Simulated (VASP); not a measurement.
# AlNi (Pm) in VASP: further runs, part 2 of 2

VASP 6.6.1. The steps go on from the part before.

## (3) Single point, PBEsol (atom 2 (Ni) moved by (-0.225, +0.000) A along [1 1 0] and z)

Contents of INCAR:

```
PREC = Accurate
ENCUT = 520
EDIFF = 1E-7
ISMEAR = 0
SIGMA = 0.15
LREAL = False
LASPH = True
NELM = 80
ALGO = Fast
ISIF = 2
LWAVE = False
LCHARG = True
GGA = PS
LELF = True
LVHAR = True
NBANDS = 14
```

Contents of KPOINTS:

```
regular mesh
0
Gamma
  18 18 16
```

Contents of POSCAR:

```
AlNi
1.0
    1.9386940000     -1.9531901500      0.0000000000
    1.9386940000      1.9531901500      0.0000000000
    0.0000000000      0.0000000000      3.0994300413
Al Ni
1 1
Direct
    0.0000000000      0.0000000000      0.0000000000
    0.4996954656      0.4182394815      0.5000000000
```

Potentials or basis: VASP PAW PBE potentials, release 64 (Al, Ni).

Command:

```bash
> cat potpaw_PBE.64/Al/POTCAR potpaw_PBE.64/Ni/POTCAR > POTCAR
> mpirun -np 1 vasp_std > vasp.out
```

OUTCAR:

```text
PREC = Accurate
   ENCUT = 520
   EDIFF = 1E-7
   ISMEAR = 0
   LREAL = False
   LASPH = True
   NELM = 80
   ISIF = 2
   GGA = PS

 ion  position               nearest neighbor table
   1  0.000  0.000  0.000-   2 2.37   2 2.37   2 2.38   2 2.38   2 2.61   2 2.61   2 2.62   2 2.62

   2  0.500  0.418  0.500-   1 2.37   1 2.37   1 2.38   1 2.38   1 2.61   1 2.61   1 2.62   1 2.62

  LATTYP: Found a base centered orthorhombic cell.
 ALAT       =     3.8773880000
 B/A-ratio  =     1.0074772759
 C/A-ratio  =     0.7993603017

  Lattice vectors:

 A1 = (   1.9386940000,  -1.9531901500,   0.0000000000)
 A2 = (   1.9386940000,   1.9531901500,   0.0000000000)
 A3 = (   0.0000000000,   0.0000000000,   3.0994300413)

Analysis of symmetry for initial positions (statically):
=====================================================================
 Subroutine PRICEL returns:
 Original cell was already a primitive cell.

 Routine SETGRP: Setting up the symmetry group for a
 base centered orthorhombic supercell.

 Subroutine GETGRP returns: Found  2 space group operations
 (whereof  2 operations were pure point group operations)
 out of a pool of  8 trial point group operations.

The static configuration has the point symmetry C_1h.

Analysis of symmetry for dynamics (positions and initial velocities):
=====================================================================
 Subroutine PRICEL returns:
 Original cell was already a primitive cell.

 Routine SETGRP: Setting up the symmetry group for a
 base centered orthorhombic supercell.

 Subroutine GETGRP returns: Found  2 space group operations
 (whereof  2 operations were pure point group operations)
 out of a pool of  8 trial point group operations.

The dynamic configuration has the point symmetry C_1h.

 Subroutine INISYM returns: Found  2 space group operations
 (whereof  2 operations are pure point group operations),
 and found     1 'primitive' translations

----------------------------------------------------------------------------------------

                                     Primitive cell

  volume of cell :      23.4728

  direct lattice vectors                    reciprocal lattice vectors
     1.938694000 -1.953190150  0.000000000     0.257905580 -0.255991461  0.000000000
     1.938694000  1.953190150  0.000000000     0.257905580  0.255991461  0.000000000
     0.000000000  0.000000000  3.099430041     0.000000000  0.000000000  0.322639965

  length of vectors
     2.751996764  2.751996764  3.099430041     0.363382603  0.363382603  0.322639965

  position of ions in fractional coordinates (direct lattice)
     0.000000000  0.000000000  0.000000000
     0.499695466  0.418239482  0.500000000

  ion indices of the primitive-cell ions
   primitive index   ion index
                 1           1
                 2           2

----------------------------------------------------------------------------------------

 KPOINTS: regular mesh

Automatic generation of k-mesh.
 Grid dimensions read from file:
 generate k-points for:   18   18   16

 Generating k-lattice:

  Cartesian coordinates                     Fractional coordinates (reciprocal lattice)
     0.014328088 -0.014221748  0.000000000     0.055555556  0.000000000  0.000000000
     0.014328088  0.014221748  0.000000000     0.000000000  0.055555556  0.000000000
[... 42 lines left out ...]
   total plane-waves  NPLWV =   9600
   dimension x,y,z NGX =    20 NGY =   20 NGZ =   24
   dimension x,y,z NGXF=    40 NGYF=   40 NGZF=   48
   ions per type =               1   1
   NGX,Y,Z   is equivalent  to a cutoff of  12.08, 12.08, 12.87 a.u.
   NGXF,Y,Z  is equivalent  to a cutoff of  24.16, 24.16, 25.75 a.u.
 SYSTEM =  unknown system
   PREC   = accura    normal or accurate (medium, high low for compatibility)
   ISTART =      0    job   : 0-new  1-cont  2-samecut
   ICHARG =      2    charge: 1-file 2-atom 10-const
   ISPIN  =      1    spin polarized calculation?
   LNONCOLLINEAR =      F non collinear calculations
   LSORBIT =      F    spin-orbit coupling
   LASPH  =      T    aspherical Exc in radial PAW
   ENCUT  =  520.0 eV  38.22 Ry    6.18 a.u.   5.12  5.12  5.76*2*pi/ulx,y,z
   NELM   =     80;   NELMIN=  2; NELMDL= -5     # of ELM steps
   EDIFF  = 0.1E-06   stopping-criterion for ELM
   LREAL  =      F    real-space projection
   EDIFFG = 0.1E-05   stopping-criterion for IOM
   NSW    =      0    number of steps for IOM
   IBRION =     -1    ionic relax: 0-MD 1-quasi-New 2-CG
   NFREE  =      0    steps in history (QN), initial steepest desc. (CG)
   ISIF   =      2    stress and relaxation
   ISYM   =      2    0-nonsym 1-usesym 2-fastsym
   POTIM  = 0.5000    time-step for ionic-motion
   TEBEG  =    0.0;   TEEND  =   0.0 temperature during run
   PSTRESS=    0.0 pullay stress
   NELECT =      13.0000    total number of electrons
   NUPDOWN=      -1.0000    fix difference up-down
   EMIN   =  10.00;   EMAX   =-10.00  energy-range for DOS
   EFERMI =   0.00;   METHOD = LEGACY
   ISMEAR =     0;   SIGMA  =   0.15  broadening in eV -4-tet -1-fermi 0-gaus
   EFERMI_NEDOS =   21; number of points for ismear=-14 and -15
   IALGO  =     68    algorithm
   IMIX   =      4    mixing-type and parameters
     AMIX     =   0.40;   BMIX     =  1.00
     AMIX_MAG =   1.60;   BMIX_MAG =  1.00
  volume/ion in A,a.u.               =      11.74        79.20
  Fermi-wavevector in a.u.,A,eV,Ry     =   1.344417  2.540580 24.591955  1.807458
  Thomas-Fermi vector in A             =   2.472413
   LORBIT       =      0    0 simple, 1 ext, 2 COOP (PROOUT), +10 PAW based schemes
   GGA     = PS    functional components
   LHFCALC =     F    Hartree Fock is set to
   AEXX    =    0.0000 exact exchange contribution
   IVDW    =     0    specifies the selected vdW correction
   LEPSILON=     F    determine dielectric tensor
   LRPA    =     F    only Hartree local field effects (RPA)
 non-spin polarized calculation
 RMM-DIIS sequential band-by-band and
 Gauss-broadening in eV      SIGMA  =   0.15
  energy-cutoff  :      520.00
  volume of cell :       23.47
 maximum number of plane-waves:       646
   NGX = 11   NGY = 11   NGZ = 11

 number of electron      13.0000010 magnetization

 Free energy of the ion-electron system (eV)
  ---------------------------------------------------
  ext. energy  EPLUGINS =         0.00000000
  ---------------------------------------------------
  free energy    TOTEN  =       -11.40147266 eV

  energy without entropy =      -11.39156327  energy(sigma->0) =      -11.39651797

 E-fermi :  10.1338     XC(G=0): -12.2459

 val. band max:       10.1328778754   @ k =   0.5000   0.3889   0.3125
 cond. band min:      10.1360898569   @ k =   0.3889   0.1111   0.2500
 fundamental gap:      0.0032119815
 Fermi energy:        10.1337871324

 k-point     1 :       0.0000    0.0000    0.0000
  band No.  band energies     occupation
      1      -1.1325      2.00000
      2       6.6506      2.00000
      3       6.8269      2.00000
      4       8.4111      2.00000
      5       8.4599      2.00000
      6       8.7703      2.00000
      7      13.0976      0.00000
      8      16.8361      0.00000
      9      17.2119      0.00000
     10      17.6784      0.00000
     11      19.0297      0.00000
     12      24.3551      0.00000
     13      29.9833      0.00000
     14      30.5826      0.00000
[... 377 lines left out ...]
      1      -0.5137      2.00000
      2       6.7901      2.00000
      3       6.8587      2.00000
      4       8.1158      2.00000
      5       8.4095      2.00000
      6       8.5455      2.00000
      7      13.4707      0.00000
      8      13.9900      0.00000
      9      16.8043      0.00000
     10      18.0709      0.00000
     11      21.9576      0.00000
     12      26.4503      0.00000
     13      26.8300      0.00000
     14      28.8691      0.00000

 [... further k-points ...]

------------------------ aborting loop because EDIFF is reached ----------------------------------------

  FORCE on cell =-STRESS in cart. coord.  units (eV):
  Direction    XX          YY          ZZ          XY          YZ          ZX
  --------------------------------------------------------------------------------------
  -------------------------------------------------------------------------------------
  Total        0.8538309      0.6265196      0.1562346     -0.1420707      0.0000000      0.0000000
  in kB       58.2796377     42.7641276     10.6640487     -9.6972704      0.0000000      0.0000000
  external PRESSURE =      37.2359380 kB  Pullay stress =       0.0000000 kB

 VOLUME and BASIS-vectors are now :
 -----------------------------------------------------------------------------
  energy-cutoff  :      520.00
  volume of cell :       23.47
      direct lattice vectors                 reciprocal lattice vectors
     1.938694000 -1.953190150  0.000000000     0.257905580 -0.255991461  0.000000000
     1.938694000  1.953190150  0.000000000     0.257905580  0.255991461  0.000000000
     0.000000000  0.000000000  3.099430041     0.000000000  0.000000000  0.322639965

 POSITION                                       TOTAL-FORCE (eV/Angst)
 -----------------------------------------------------------------------------------
      0.00000      0.00000      0.00000        -0.942550     -0.887867      0.000000
      1.77959     -0.15910      1.54972         0.942550      0.887867      0.000000
 -----------------------------------------------------------------------------------
    total drift:                                0.000322      0.000075     -0.000016

  FREE ENERGIE OF THE ION-ELECTRON SYSTEM (eV)
  ---------------------------------------------------
  free  energy   TOTEN  =       -11.4014726576 eV

  energy  without entropy=      -11.3915632738  energy(sigma->0) =      -11.39651797
```

OSZICAR:

```text
N       E                     dE             d eps       ncg     rms          rms(c)
DAV:   1     0.404451868404E+02    0.40445E+02   -0.53701E+03 41806   0.983E+02
DAV:   2    -0.112715586301E+02   -0.51717E+02   -0.46782E+02 44178   0.182E+02
DAV:   3    -0.130696693312E+02   -0.17981E+01   -0.17820E+01 52420   0.375E+01
DAV:   4    -0.130936069003E+02   -0.23938E-01   -0.23931E-01 48646   0.395E+00
DAV:   5    -0.130943049440E+02   -0.69804E-03   -0.69803E-03 52968   0.734E-01    0.131E+01
RMM:   6    -0.153459308941E+02   -0.22516E+01   -0.16400E+01 50593   0.507E+01    0.179E+01
RMM:   7    -0.114274455265E+02    0.39185E+01   -0.45193E+00 46559   0.260E+01    0.123E+00
RMM:   8    -0.114133929345E+02    0.14053E-01   -0.11581E-01 44356   0.342E+00    0.806E-01
RMM:   9    -0.114047771276E+02    0.86158E-02   -0.30799E-02 47360   0.107E+00    0.533E-01
RMM:  10    -0.114016492177E+02    0.31279E-02   -0.84809E-03 50979   0.115E+00    0.190E-01
RMM:  11    -0.114015874464E+02    0.61771E-04   -0.11666E-03 56316   0.410E-01    0.119E-01
RMM:  12    -0.114014646921E+02    0.12275E-03   -0.38122E-04 56450   0.212E-01    0.452E-02
RMM:  13    -0.114014756689E+02   -0.10977E-04   -0.10232E-04 58793   0.713E-02    0.187E-02
RMM:  14    -0.114014723546E+02    0.33144E-05   -0.16259E-05 54707   0.310E-02    0.115E-02
RMM:  15    -0.114014729076E+02   -0.55301E-06   -0.46556E-06 63806   0.144E-02    0.178E-02
RMM:  16    -0.114014727096E+02    0.19797E-06   -0.34667E-07 42534   0.406E-03    0.573E-03
RMM:  17    -0.114014726576E+02    0.52038E-07   -0.84771E-08 27141   0.314E-03
   1 F= -.11401473E+02 E0= -.11396518E+02  d E =-.990938E-02
```

stdout:

```text
POSCAR found type information on POSCAR AlNi
 POSCAR found :  2 types and       2 ions
 scaLAPACK will be used
 -----------------------------------------------------------------------------
|                                                                             |
|                                                                             |
[... 32 lines left out ...]
WARNING in EDDRMM: call to ZHEGV failed, returncode =   6  3     14
WARNING in EDDRMM: call to ZHEGV failed, returncode =   6  3     12
WARNING in EDDRMM: call to ZHEGV failed, returncode =   8  4     13
WARNING in EDDRMM: call to ZHEGV failed, returncode =   8  4     14
WARNING in EDDRMM: call to ZHEGV failed, returncode =   6  3     13
WARNING in EDDRMM: call to ZHEGV failed, returncode =   8  4     13
WARNING in EDDRMM: call to ZHEGV failed, returncode =   6  3     11
WARNING in EDDRMM: call to ZHEGV failed, returncode =   6  3     14
```

It took 3.1 min on 1 thread of Intel Xeon 6975P-C (Granite Rapids), shared host; peak memory 0.55 GiB.

Results:

* Free energy: -11.4015 eV
* Pressure: 3.7 GPa
* Largest force: 1.295 eV/Å
* Band gap on the k mesh: zero (an odd number of electrons rules out a gap without spin polarisation)

Forces on the atoms (eV/Å):
```
Al  -0.943 -0.888  0.000
Ni   0.943  0.888  0.000
```

Caveat: the cell differs from its parent crystal (atom 2 (Ni) moved by (-0.225, +0.000) A along [1 1 0] and z); the cell stands under pressure; the PAW data sets were made with another functional, which shifts forces and pressure a little.
